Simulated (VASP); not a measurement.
Runs of VASP 6.6.1 on Os. The structure is that of space group P6_3/mmc (No. 194), or close to it. The cells are those of the table. 

| potentials or basis | cell | k mesh | cutoff (eV) | smearing | gap on the mesh (eV) | pressure (GPa) |
| --- | --- | --- | --- | --- | --- | --- |
| VASP PAW LDA potentials, release 64 (Os) | a = 2.822, b = 2.822, c = 4.449 Å, angles 90.0, 90.0, 120.0°, 2 atoms | 22 × 22 × 12 | 520 | fermi-dirac 0.1 eV | none | (a) |
| VASP PAW LDA potentials, release 64 (Os) | a = 2.718, b = 2.718, c = 4.284 Å, angles 90.0, 90.0, 120.0°, 2 atoms | 13 × 13 × 8 | 520 | methfessel-paxton 0.1 eV | none | 0.9 |
| VASP PAW LDA potentials, release 64 (Os) | a = 2.718, b = 2.718, c = 4.284 Å, angles 90.0, 90.0, 120.0°, 2 atoms | 13 × 13 × 8 | 520 | methfessel-paxton 0.3 eV | none | 0.9 |
| VASP PAW LDA potentials, release 64 (Os) | a = 2.718, b = 2.718, c = 4.284 Å, angles 90.0, 90.0, 120.0°, 2 atoms | 13 × 13 × 8 | 520 | methfessel-paxton 1 eV | none | 0.4 |
| VASP PAW LDA potentials, release 64 (Os_sv_GW) | a = 2.718, b = 2.718, c = 4.284 Å, angles 90.0, 90.0, 120.0°, 2 atoms | 13 × 13 × 8 | 500 | fermi-dirac 0.1 eV | none | (b) |
| VASP PAW LDA potentials, release 64 (Os) | a = 2.718, b = 2.718, c = 4.284 Å, angles 90.0, 90.0, 120.0°, 2 atoms | 13 × 13 × 8 | 520 | methfessel-paxton 0.6 eV | none | 0.8 |
| VASP PAW LDA potentials, release 64 (Os) | a = 2.718, b = 2.718, c = 4.284 Å, angles 90.0, 90.0, 120.0°, 2 atoms | 13 × 13 × 8 | 520 | methfessel-paxton 0.2 eV | none | 0.9 |
| VASP PAW LDA potentials, release 64 (Os) | a = 2.718, b = 2.718, c = 4.284 Å, angles 90.0, 90.0, 120.0°, 2 atoms | 14 × 14 × 8 | 520 | fermi-dirac 0.1 eV | none | 1.1 |

Alike in all rows: task single point; level LDA; no spin polarisation.

Task: Fill in the values left out.

Result: (a) -38.4; (b) -0.6.

Caveats: spin-orbit coupling is left out, which moves the levels of the heavy elements; so wide a smearing shifts energies and pressures (at least some runs); the cell stands under tension (at least some runs).

A k mesh can miss the band edges, and the runs leave out spin-orbit coupling on Os.

A gap of «none» marks levels without a gap at the run's occupations.

The runs don't all hold the same shells in valence.
